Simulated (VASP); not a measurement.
A run of VASP 6.6.1 is set up as follows.

INCAR

```
SYSTEM = Si
ALGO = Normal
EDIFF = 1E-6
ENCUT = 520
GGA = PE
ISIF = 2
ISMEAR = 0
LASPH = .TRUE.
LCHARG = .TRUE.
LELF = .TRUE.
LREAL = .FALSE.
LVHAR = .TRUE.
LWAVE = .FALSE.
NBANDS = 26
NELM = 100
PREC = Accurate
SIGMA = 0.15
```

File KPOINTS:

```
k-points
0
G
  10 10 10
  0 0 0
```

POSCAR

```
Si
1.0
   -3.4033452184      3.4033452184      3.0167252016
    3.4033452184     -3.4033452184      3.0167252016
    3.4033452184      3.4033452184     -3.0167252016
Si
8
Direct
    0.2028545115      0.2028545115      0.2028545115
    0.5000000000      0.0000000000      0.2971454885
    0.2971454885      0.5000000000      0.0000000000
    0.0000000000      0.2971454885      0.5000000000
    0.7971454885      0.7971454885      0.7971454885
    0.5000000000      0.0000000000      0.7028545115
    0.7028545115      0.5000000000      0.0000000000
    0.0000000000      0.7028545115      0.5000000000
```

Potentials or basis: VASP PAW PBE potentials, release 64 (Si).

Run with:

```console
$ cat potpaw_PBE.64/Si/POTCAR > POTCAR
$ mpirun -np 1 vasp_std > vasp.out
```

(1) Estimate the band gap on the k mesh.

(2) What does it give for the largest force?

(3) Predict the pressure.

Answers

(1) zero (bands 16 and 17 overlap by 0.50 eV).

(2) 1.012 eV/Å.

(3) 6.1 GPa.

Caveat: the stress differs along the axes, from 0 to 17 GPa; semilocal functionals underestimate gaps, and a narrow one can read as zero; forces of over 1 eV/Å act on the atoms, so gaps and moduli don't describe the material at rest.
